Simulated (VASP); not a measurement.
Set up this calculation in VASP 6.6.1, as the native input.

| Property | Result |
| --- | --- |
| Task | single point |
| Functional | r2SCAN |
| Potentials or basis | VASP PAW PBE potentials, release 64 (Si, Ni) |
| Cutoff | 520 eV |
| k mesh | 12 × 12 × 12 |
| Occupations | gaussian, width 0.1 eV |
| Spin | no spin polarisation |
| Dipole correction | no |
| Further INCAR settings | ALGO = Normal; EDIFF = 1e-06; NBANDS = 25 |

The system is SiNi3.

```xyz
4
Lattice="3.5325 0.0000 0.0000 0.0000 3.5325 0.0000 0.0000 0.0000 3.5325" Properties=species:S:1:pos:R:3 pbc="T T T"
Si    0.0000    0.0000    0.0000
Ni    0.0000    1.7662    1.7662
Ni    1.7662    0.0000    1.7662
Ni    1.7662    1.7662    0.0000
```

This cell differs from its parent crystal: volume scaled by 1.06.

The input as run:

POSCAR

```
SiNi3
1.0
    3.5324564107      0.0000000000      0.0000000000
    0.0000000000      3.5324564107      0.0000000000
    0.0000000000      0.0000000000      3.5324564107
Si Ni
1 3
Direct
    0.0000000000      0.0000000000      0.0000000000
    0.0000000000      0.5000000000      0.5000000000
    0.5000000000      0.0000000000      0.5000000000
    0.5000000000      0.5000000000      0.0000000000
```

INCAR.step1

```
SYSTEM = SiNi3
PREC = Accurate ; ENCUT = 520
ISMEAR = 0 ; SIGMA = 0.1
LREAL = .False. ; LASPH = .True.
NELM = 80 ; NBANDS = 25
GGA = PE ; ALGO = Normal
EDIFF = 1E-4 ; LWAVE = .True.
LCHARG = .False.
```

INCAR.step2

```
SYSTEM = SiNi3
PREC = Accurate ; ENCUT = 520
EDIFF = 1E-6 ; ISMEAR = 0
SIGMA = 0.1 ; LREAL = .False.
LASPH = .True. ; NELM = 80
ALGO = Normal ; ISIF = 2
LWAVE = .False. ; LCHARG = .False.
METAGGA = R2SCAN ; LMIXTAU = .True.
NBANDS = 25 ; ISTART = 1
```

KPOINTS

```
regular mesh
0
Gamma
  12 12 12
  0 0 0
```

Potentials or basis: VASP PAW PBE potentials, release 64 (Si, Ni).

Launch:

```bash
$ cat potpaw_PBE.64/Si/POTCAR potpaw_PBE.64/Ni/POTCAR > POTCAR
$ cp INCAR.step1 INCAR
$ mpirun -np 1 vasp_std > vasp.out
$ cp INCAR.step2 INCAR
$ mpirun -np 1 vasp_std > vasp.out
```

Results of the run:

```
Pressure               : -11.7 GPa
Band gap on the k mesh : zero (band 17 reaches 10.19 eV, above the bottom of band 18 at 9.93 eV)
```

Caveat: the PAW data sets were made with another functional, which shifts forces and pressure a little.

Wall time 4.9 min on 1 thread of Intel(R) Xeon(R) Platinum 8488C (Sapphire Rapids) (shared host), peak memory 0.22 GiB.
